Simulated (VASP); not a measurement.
# MnO2 (P4_2/mnm) in VASP: notebook

MnO2 is run at these levels: PBEsol+U; tasks: single point, relaxation of cell and atoms.

All numbers are computed with VASP 6.6.1; they aren't measurements. Logs are shortened: lines on timing, memory, paths and dates and some standing lists are left out, and cuts for length are marked.

**1. The cell of the first run**

Symmetry: P4_2/mnm, No. 136, tetragonal system. The conventional cell has a = 4.392 Å, b = 4.392 Å, c = 2.857 Å, α = 90.00°, β = 90.00°, γ = 90.00°. Mn (site symmetry mmm) has 6 O at 1.87 to 1.89 Å within 2.5 Å. Within 2.5 Å of O (site symmetry m2m) lie 3 Mn at 1.87 to 1.89 Å and 1 O at 2.42 Å.

**2. Single point, PBEsol+U, collinear spin, ferromagnetic start**

The input, INCAR:

```
PREC     = Accurate       # precision mode
ENCUT    = 700            # plane-wave cutoff, eV
EDIFF    = 1E-6           # SCF threshold, eV
ISMEAR   = -1             # smearing method
SIGMA    = 0.05           # smearing width, eV
LREAL    = False          # projectors in reciprocal space
LASPH    = True           # aspherical terms in the spheres
NELM     = 200            # most SCF steps
ALGO     = Normal         # electronic algorithm
ISIF     = 2              # what is computed and relaxed
LWAVE    = False          # write WAVECAR
LCHARG   = True           # write CHGCAR
ISPIN    = 2              # spin polarisation
MAGMOM   = 4 4 0 0 0 0    # initial moments
LORBIT   = 11             # projections on sites
LMAXMIX  = 4              # l up to which the mixer works
LDAU     = True           # DFT+U
LDAUTYPE = 2            
LDAUL    = 2 -1           # shell
LDAUU    = 1 0            # U, eV
LDAUJ    = 0 0          
LDAUPRINT= 1            
GGA      = PS             # functional
LELF     = True           # ELF
LVHAR    = True         
NBANDS   = 40             # bands
GGA_COMPAT= False
```

The input, KPOINTS:

```
regular mesh
0
Gamma
  6 6 9
```

The input, POSCAR:

```
MnO2
1.0
    4.3916169248      0.0000000000      0.0000000000
    0.0000000000      4.3916169248      0.0000000000
    0.0000000000      0.0000000000      2.8571055816
Mn O
2 4
Direct
    0.5000000000      0.5000000000      0.5000000000
    0.0000000000      0.0000000000      0.0000000000
    0.8050665768      0.1949334232      0.5000000000
    0.6949334232      0.6949334232      0.0000000000
    0.1949334232      0.8050665768      0.5000000000
    0.3050665768      0.3050665768      0.0000000000
```

Potentials or basis: VASP PAW PBE potentials, release 64 (Mn_sv, O).

Run with:

```sh
$ cat potpaw_PBE.64/Mn_sv/POTCAR potpaw_PBE.64/O/POTCAR > POTCAR
$ mpirun -np 1 vasp_std > vasp.out
```

OUTCAR:

```text
PREC = Accurate
   ENCUT = 700
   EDIFF = 1E-6
   ISMEAR = -1
   LREAL = False
   LASPH = True
   NELM = 200
   ISIF = 2
   ISPIN = 2
   LORBIT = 11
   GGA = PS

 ion  position               nearest neighbor table
   1  0.500  0.500  0.500-   4 1.87   6 1.87   4 1.87   6 1.87   5 1.89   3 1.89
   2  0.000  0.000  0.000-   3 1.87   5 1.87   3 1.87   5 1.87   4 1.89   6 1.89
   3  0.805  0.195  0.500-   2 1.87   2 1.87   1 1.89
   4  0.695  0.695  0.000-   1 1.87   1 1.87   2 1.89
   5  0.195  0.805  0.500-   2 1.87   2 1.87   1 1.89
   6  0.305  0.305  0.000-   1 1.87   1 1.87   2 1.89

  LATTYP: Found a simple tetragonal cell.
 ALAT       =     4.3916169248
 C/A-ratio  =     0.6505816947

  Lattice vectors:

 A1 = (   4.3916169248,   0.0000000000,   0.0000000000)
 A2 = (   0.0000000000,   4.3916169248,   0.0000000000)
 A3 = (   0.0000000000,   0.0000000000,   2.8571055816)

Analysis of symmetry for initial positions (statically):
=====================================================================
 Subroutine PRICEL returns:
 Original cell was already a primitive cell.

 Routine SETGRP: Setting up the symmetry group for a
 simple tetragonal supercell.

 Subroutine GETGRP returns: Found 16 space group operations
 (whereof  8 operations were pure point group operations)
 out of a pool of 16 trial point group operations.

The static configuration has the point symmetry D_2h.
 The point group associated with its full space group is D_4h.

Analysis of symmetry for dynamics (positions and initial velocities):
=====================================================================
 Subroutine PRICEL returns:
 Original cell was already a primitive cell.

 Routine SETGRP: Setting up the symmetry group for a
 simple tetragonal supercell.

 Subroutine GETGRP returns: Found 16 space group operations
 (whereof  8 operations were pure point group operations)
 out of a pool of 16 trial point group operations.

The dynamic configuration has the point symmetry D_2h.
 The point group associated with its full space group is D_4h.

Analysis of structural, dynamic, and magnetic symmetry:
=====================================================================
 Subroutine PRICEL returns:
 Original cell was already a primitive cell.

 Routine SETGRP: Setting up the symmetry group for a
 simple tetragonal supercell.

 Subroutine GETGRP returns: Found 16 space group operations
 (whereof  8 operations were pure point group operations)
 out of a pool of 16 trial point group operations.

The overall configuration has the point symmetry D_2h.
 The point group associated with its full space group is D_4h.

 Subroutine INISYM returns: Found 16 space group operations
 (whereof  8 operations are pure point group operations),
 and found     1 'primitive' translations

----------------------------------------------------------------------------------------

                                     Primitive cell

  volume of cell :      55.1030

  direct lattice vectors                    reciprocal lattice vectors
     4.391616925  0.000000000  0.000000000     0.227706564  0.000000000  0.000000000
[... 159 lines left out ...]
  o =  0.1289  v =  0.0000  0.0000  0.0000  0.0000  0.0000 -0.0000  0.7071  0.0000 -0.7071  0.0000      0.0000  0.0000  0.0000  0.0000  0.0000  0.0000  0.0000  0.0000  0.0000  0.0000
  o =  0.1389  v =  0.0000  0.0000  0.0000  0.0000  0.0000  0.0000  0.0000 -0.0000 -0.0000 -1.0000      0.0000  0.0000  0.0000  0.0000  0.0000  0.0000  0.0000  0.0000  0.0000  0.0000
  o =  0.2623  v =  0.0000  0.0000  0.0000  0.0000  0.0000 -0.8537  0.0000 -0.5207  0.0000 -0.0000      0.0000  0.0000  0.0000  0.0000  0.0000  0.0000  0.0000  0.0000  0.0000  0.0000
  o =  0.2935  v =  0.0000  0.0000  0.0000  0.0000  0.0000 -0.0000  0.7071  0.0000  0.7071 -0.0000      0.0000  0.0000  0.0000  0.0000  0.0000  0.0000  0.0000  0.0000  0.0000  0.0000
  o =  0.4062  v = -0.0000  0.7071 -0.0000  0.7071  0.0000  0.0000  0.0000  0.0000  0.0000  0.0000      0.0000  0.0000  0.0000  0.0000  0.0000  0.0000  0.0000  0.0000  0.0000  0.0000
  o =  0.4227  v =  0.8610  0.0000  0.5085  0.0000  0.0000  0.0000  0.0000  0.0000  0.0000  0.0000      0.0000  0.0000  0.0000  0.0000  0.0000  0.0000  0.0000  0.0000  0.0000  0.0000
  o =  0.8919  v = -0.5085 -0.0000  0.8610  0.0000  0.0000  0.0000  0.0000  0.0000  0.0000  0.0000      0.0000  0.0000  0.0000  0.0000  0.0000  0.0000  0.0000  0.0000  0.0000  0.0000
  o =  0.9046  v =  0.0000 -0.7071 -0.0000  0.7071  0.0000  0.0000  0.0000  0.0000  0.0000  0.0000      0.0000  0.0000  0.0000  0.0000  0.0000  0.0000  0.0000  0.0000  0.0000  0.0000
  o =  0.9205  v =  0.0000  0.0000 -0.0000 -0.0000  1.0000  0.0000  0.0000  0.0000  0.0000  0.0000      0.0000  0.0000  0.0000  0.0000  0.0000  0.0000  0.0000  0.0000  0.0000  0.0000

atom =   2  type =  1  l = 2

 onsite density matrix

spin component  1

  0.5440  0.0000  0.2054  0.0000  0.0000
  0.0000  0.6554  0.0000  0.2492  0.0000
  0.2054  0.0000  0.7705  0.0000 -0.0000
  0.0000  0.2492  0.0000  0.6554  0.0000
  0.0000  0.0000 -0.0000  0.0000  0.9205

spin component  2

  0.2121  0.0000 -0.0822  0.0000  0.0000
  0.0000  0.2112  0.0000 -0.0823  0.0000
 -0.0822  0.0000  0.1275  0.0000  0.0000
  0.0000 -0.0823  0.0000  0.2112  0.0000
  0.0000  0.0000  0.0000  0.0000  0.1389

 occupancies and eigenvectors

  o =  0.0774  v =  0.0000  0.0000  0.0000  0.0000  0.0000 -0.5207 -0.0000 -0.8537  0.0000  0.0000      0.0000  0.0000  0.0000  0.0000  0.0000  0.0000  0.0000  0.0000  0.0000  0.0000
  o =  0.1289  v =  0.0000  0.0000  0.0000  0.0000  0.0000  0.0000  0.7071  0.0000  0.7071  0.0000      0.0000  0.0000  0.0000  0.0000  0.0000  0.0000  0.0000  0.0000  0.0000  0.0000
  o =  0.1389  v =  0.0000  0.0000  0.0000  0.0000  0.0000 -0.0000  0.0000 -0.0000  0.0000 -1.0000      0.0000  0.0000  0.0000  0.0000  0.0000  0.0000  0.0000  0.0000  0.0000  0.0000
  o =  0.2623  v =  0.0000  0.0000  0.0000  0.0000  0.0000 -0.8537 -0.0000  0.5207  0.0000  0.0000      0.0000  0.0000  0.0000  0.0000  0.0000  0.0000  0.0000  0.0000  0.0000  0.0000
  o =  0.2935  v =  0.0000  0.0000  0.0000  0.0000  0.0000  0.0000  0.7071  0.0000 -0.7071  0.0000      0.0000  0.0000  0.0000  0.0000  0.0000  0.0000  0.0000  0.0000  0.0000  0.0000
  o =  0.4062  v =  0.0000  0.7071 -0.0000 -0.7071 -0.0000  0.0000  0.0000  0.0000  0.0000  0.0000      0.0000  0.0000  0.0000  0.0000  0.0000  0.0000  0.0000  0.0000  0.0000  0.0000
  o =  0.4227  v =  0.8610 -0.0000 -0.5085  0.0000 -0.0000  0.0000  0.0000  0.0000  0.0000  0.0000      0.0000  0.0000  0.0000  0.0000  0.0000  0.0000  0.0000  0.0000  0.0000  0.0000
  o =  0.8919  v = -0.5085  0.0000 -0.8610  0.0000 -0.0000  0.0000  0.0000  0.0000  0.0000  0.0000      0.0000  0.0000  0.0000  0.0000  0.0000  0.0000  0.0000  0.0000  0.0000  0.0000
  o =  0.9046  v = -0.0000 -0.7071 -0.0000 -0.7071  0.0000  0.0000  0.0000  0.0000  0.0000  0.0000      0.0000  0.0000  0.0000  0.0000  0.0000  0.0000  0.0000  0.0000  0.0000  0.0000
  o =  0.9205  v =  0.0000 -0.0000  0.0000 -0.0000 -1.0000  0.0000  0.0000  0.0000  0.0000  0.0000      0.0000  0.0000  0.0000  0.0000  0.0000  0.0000  0.0000  0.0000  0.0000  0.0000

 number of electron      54.0000010 magnetization       6.0004255

 Free energy of the ion-electron system (eV)
  ---------------------------------------------------
  ext. energy  EPLUGINS =         0.00000000
  ---------------------------------------------------
  free energy    TOTEN  =       -49.31370644 eV

  energy without entropy =      -49.31210831  energy(sigma->0) =      -49.31290737

 E-fermi :   6.7698     XC(G=0): -12.4081

 val. band max:        6.6486055613   @ k =   0.5000   0.5000   0.0000
 cond. band min:       6.8328302851   @ k =   0.0000   0.0000   0.1111
 fundamental gap:      0.1842247238
 Fermi energy:         6.7698268114

 spin component 1

 k-point     1 :       0.0000    0.0000    0.0000
  band No.  band energies     occupation
      1     -75.0359      1.00000
      2     -75.0329      1.00000
      3     -43.8899      1.00000
      4     -43.8818      1.00000
      5     -43.8336      1.00000
      6     -43.8336      1.00000
[... 2009 lines left out ...]
     38      21.0816      0.00000
     39      22.6093      0.00000

 [... further k-points ...]

 [bands above 39 left out]

------------------------ aborting loop because EDIFF is reached ----------------------------------------

  FORCE on cell =-STRESS in cart. coord.  units (eV):
  Direction    XX          YY          ZZ          XY          YZ          ZX
  --------------------------------------------------------------------------------------
  -------------------------------------------------------------------------------------
  Total       -0.2189844     -0.2189844     -0.2826603      0.0000000      0.0000000      0.0000000
  in kB       -6.3672001     -6.3672001     -8.2186446      0.0000000      0.0000000      0.0000000
  external PRESSURE =      -6.9843483 kB  Pullay stress =       0.0000000 kB

 VOLUME and BASIS-vectors are now :
 -----------------------------------------------------------------------------
  energy-cutoff  :      700.00
  volume of cell :       55.10
      direct lattice vectors                 reciprocal lattice vectors
     4.391616925  0.000000000  0.000000000     0.227706564  0.000000000  0.000000000
     0.000000000  4.391616925  0.000000000     0.000000000  0.227706564  0.000000000
     0.000000000  0.000000000  2.857105582     0.000000000  0.000000000  0.350004566

 POSITION                                       TOTAL-FORCE (eV/Angst)
 -----------------------------------------------------------------------------------
      2.19581      2.19581      1.42855         0.000000     -0.000000     -0.000000
      0.00000      0.00000      0.00000         0.000000     -0.000000     -0.000000
      3.53554      0.85607      1.42855        -0.007002      0.007002      0.000000
      3.05188      3.05188      0.00000         0.007002      0.007002      0.000000
      0.85607      3.53554      1.42855         0.007002     -0.007002     -0.000000
      1.33974      1.33974      0.00000        -0.007002     -0.007002     -0.000000
 -----------------------------------------------------------------------------------
    total drift:                                0.000000     -0.000000     -0.000000

  FREE ENERGIE OF THE ION-ELECTRON SYSTEM (eV)
  ---------------------------------------------------
  free  energy   TOTEN  =       -49.3137064358 eV

  energy  without entropy=      -49.3121083094  energy(sigma->0) =      -49.31290737

 total charge

# of ion       s       p       d       tot
------------------------------------------
    1        2.209   6.117   4.420  12.747
    2        2.209   6.117   4.420  12.747
    3        1.558   3.465   0.000   5.023
    4        1.558   3.465   0.000   5.023
    5        1.558   3.465   0.000   5.023
    6        1.558   3.465   0.000   5.023
--------------------------------------------------
tot         10.652  26.094   8.841  45.586

 magnetization (x)

# of ion       s       p       d       tot
------------------------------------------
    1        0.015   0.014   2.639   2.669
    2        0.015   0.014   2.639   2.669
    3       -0.000   0.070   0.000   0.070
    4       -0.000   0.070   0.000   0.070
    5       -0.000   0.070   0.000   0.070
    6       -0.000   0.070   0.000   0.070
--------------------------------------------------
tot          0.029   0.310   5.279   5.618
```

It took 5.5 min on 1 thread of Intel Xeon Platinum 8488C (Sapphire Rapids), shared host; peak memory 0.38 GiB.

What came out:

```
Free energy                                           : -49.3137 eV
Pressure                                              : -0.7 GPa
Largest force                                         : 0.010 eV/Å
Band gap on the k mesh                                : zero (filled and empty bands overlap)
Net moment                                            : 6.00 μB per cell
Site moments                                          : Mn +2.67; O +0.07 μB
Valence electrons inside the program's atomic spheres : Mn 12.75; O 5.02
```

Forces in eV/Å, atoms in the order of the input:
```
Mn   0.000  0.000  0.000
Mn   0.000  0.000  0.000
O   -0.007  0.007  0.000
O    0.007  0.007  0.000
O    0.007 -0.007  0.000
O   -0.007 -0.007  0.000
```

Stress tensor (GPa, compression positive):
```
-0.64  0.00  0.00
 0.00 -0.64  0.00
 0.00  0.00 -0.82
```

Eigenvalues of the final occupation matrices:
| site | spin | trace | eigenvalues |
| --- | --- | --- | --- |
| site 1 d | 1 | 3.55 | 0.41 0.42 0.89 0.90 0.92 |
| site 1 d | 2 | 0.90 | 0.08 0.13 0.14 0.26 0.29 |
| site 2 d | 1 | 3.55 | 0.41 0.42 0.89 0.90 0.92 |
| site 2 d | 2 | 0.90 | 0.08 0.13 0.14 0.26 0.29 |

Caveat: the PAW data sets were made with another functional, which shifts forces and pressure a little; the run started ferromagnetic, and an antiferromagnetic order may lie lower in energy.

**3. Relaxation of cell and atoms, PBEsol+U, collinear spin, ferromagnetic start**

This run uses another cell than the first one, of 9.25 Å³/atom.

The input, INCAR:

```
  ALGO = Normal
  EDIFF = 1E-6
  EDIFFG = -0.01
  ENCUT = 600
  GGA = PS
  IBRION = 2
  ISIF = 3
  ISMEAR = -1
  ISPIN = 2
  LASPH = T
  LCHARG = F
  LDAU = T
  LDAUJ = 0 0
  LDAUL = 2 -1
  LDAUPRINT = 1
  LDAUTYPE = 2
  LDAUU = 5 0
  LMAXMIX = 4
  LORBIT = 11
  LREAL = F
  LWAVE = F
  MAGMOM = 4 4 0 0 0 0
  NELM = 150
  NSW = 60
  PREC = Accurate
  SIGMA = 0.05
```

The input, KPOINTS:

```
k-points
0
Gamma
  6 6 9
```

The input, POSCAR:

```
MnO2
1.0
    4.4004184607      0.0000000000      0.0000000000
    0.0000000000      4.4004184607      0.0000000000
    0.0000000000      0.0000000000      2.8670779400
Mn O
2 4
Direct
    0.5000000000      0.5000000000      0.5000000000
    0.0000000000      0.0000000000      0.0000000000
    0.8049161500      0.1950838500      0.5000000000
    0.6950838500      0.6950838500      0.0000000000
    0.1950838500      0.8049161500      0.5000000000
    0.3049161500      0.3049161500      0.0000000000
```

Potentials or basis: VASP PAW PBE potentials, release 64 (Mn_pv, O).

Run with:

```sh
$ cat potpaw_PBE.64/Mn_pv/POTCAR potpaw_PBE.64/O/POTCAR > POTCAR
$ mpirun -np 1 vasp_std > vasp.out
```

OUTCAR:

```text
EDIFF = 1E-6
   EDIFFG = -0.01
   ENCUT = 600
   GGA = PS
   IBRION = 2
   ISIF = 3
   ISMEAR = -1
   ISPIN = 2
   LASPH = T
   LORBIT = 11
   LREAL = F
   NELM = 150
   NSW = 60
   PREC = Accurate

 ion  position               nearest neighbor table
   1  0.500  0.500  0.500-   4 1.88   6 1.88   4 1.88   6 1.88   5 1.90   3 1.90
   2  0.000  0.000  0.000-   3 1.88   5 1.88   3 1.88   5 1.88   4 1.90   6 1.90
   3  0.805  0.195  0.500-   2 1.88   2 1.88   1 1.90
   4  0.695  0.695  0.000-   1 1.88   1 1.88   2 1.90
   5  0.195  0.805  0.500-   2 1.88   2 1.88   1 1.90
   6  0.305  0.305  0.000-   1 1.88   1 1.88   2 1.90

  LATTYP: Found a simple tetragonal cell.
 ALAT       =     4.4004184607
 C/A-ratio  =     0.6515466576

  Lattice vectors:

 A1 = (   4.4004184607,   0.0000000000,   0.0000000000)
[... 519 lines left out ...]
  free energy    TOTEN  =       -43.49174810 eV

  energy without entropy =      -43.48241519  energy(sigma->0) =      -43.48708165

 E-fermi :   4.5496     XC(G=0): -12.1632

 val. band max:        4.5357211431   @ k =   0.1667   0.0000   0.1111
 cond. band min:       4.5503766064   @ k =   0.5000   0.0000   0.4444
 fundamental gap:      0.0146554633
 Fermi energy:         4.5496460255

 spin component 1

 k-point     1 :       0.0000    0.0000    0.0000
  band No.  band energies     occupation
      1     -46.0777      1.00000
      2     -46.0706      1.00000
      3     -46.0462      1.00000
      4     -46.0462      1.00000
      5     -45.9995      1.00000
      6     -45.9995      1.00000
[... 1804 lines left out ...]
  FREE ENERGIE OF THE ION-ELECTRON SYSTEM (eV)
  ---------------------------------------------------
  free  energy   TOTEN  =       -43.4917480996 eV

  energy  without entropy=      -43.4824151939  energy(sigma->0) =      -43.48708165

 reached required accuracy - stopping structural energy minimisation

 total charge

# of ion       s       p       d       tot
------------------------------------------
    1        0.355   6.463   4.808  11.625
    2        0.355   6.463   4.808  11.625
    3        1.560   3.451   0.000   5.012
    4        1.560   3.451   0.000   5.012
    5        1.560   3.451   0.000   5.012
    6        1.560   3.451   0.000   5.012
--------------------------------------------------
tot          6.950  26.731   9.616  43.297

 magnetization (x)

# of ion       s       p       d       tot
------------------------------------------
    1        0.020   0.031   3.171   3.222
    2        0.020   0.031   3.171   3.222
    3       -0.003  -0.113   0.000  -0.116
    4       -0.003  -0.113   0.000  -0.116
    5       -0.003  -0.113   0.000  -0.116
    6       -0.003  -0.113   0.000  -0.116
--------------------------------------------------
tot          0.029  -0.393   6.343   5.979
```

It took 16 min on 1 thread of Oxide Virtual Turin-like, shared host; peak memory 0.27 GiB.

What came out:

- Free energy: -43.4917 eV
- Relaxed volume: 9.49 Å³/atom
- Relaxed cell: a = 4.413 Å, b = 4.413 Å, c = 2.925 Å, α = 90.00°, β = 90.00°, γ = 90.00°
- Space group after relaxing (to 0.1 Å): P4_2/mnm (No. 136)
- Energy gained by relaxing: 5.4 meV/atom
- Ionic steps: 7
- Pressure after relaxing: 0.0 GPa
- Net moment: 6.07 μB per cell
- Site moments: Mn +3.22; O -0.12 μB
- Valence electrons inside the program's atomic spheres: Mn 11.62; O 5.01

Forces on the atoms (eV/Å):
```
Mn   0.000  0.000  0.000
Mn   0.000  0.000  0.000
O    0.002 -0.002  0.000
O   -0.002 -0.002  0.000
O   -0.002  0.002  0.000
O    0.002  0.002  0.000
```

Step by step:
```csv
step,energy change (eV),largest force (eV/Å),pressure (GPa),volume (Å³)
1,0.0000,0.0539,5.43,55.52
2,-0.0188,0.1866,-3.22,58.07
3,-0.0296,0.1066,-0.21,57.05
4,-0.0296,0.1090,-0.30,57.08
5,-0.0323,0.0206,-0.23,57.06
6,-0.0326,0.0202,-0.15,57.05
7,-0.0327,0.0028,0.01,56.97
```

Final structure:
```xyz
6
Lattice="4.4132 0.0000 0.0000 0.0000 4.4132 0.0000 0.0000 0.0000 2.9250" Properties=species:S:1:pos:R:3 pbc="T T T"
Mn    2.2066    2.2066    1.4625
Mn    4.4132    0.0000    0.0000
O     3.5555    0.8578    1.4625
O     3.0644    3.0644    2.9250
O     0.8578    3.5555    1.4625
O     1.3488    1.3488    0.0000
```

Eigenvalues of the final occupation matrices:
```
    site  spin  trace               eigenvalues
site 1 d     1   4.01  0.55 0.56 0.96 0.97 0.97
site 1 d     2   0.83  0.06 0.09 0.09 0.28 0.31
site 2 d     1   4.01  0.55 0.56 0.96 0.97 0.97
site 2 d     2   0.83  0.06 0.09 0.09 0.28 0.31
```

Caveat: the PAW data sets were made with another functional, which shifts forces and pressure a little; the run started ferromagnetic, and an antiferromagnetic order may lie lower in energy.

The gap in the log of VASP goes by the Fermi energy; the results here count the filled bands.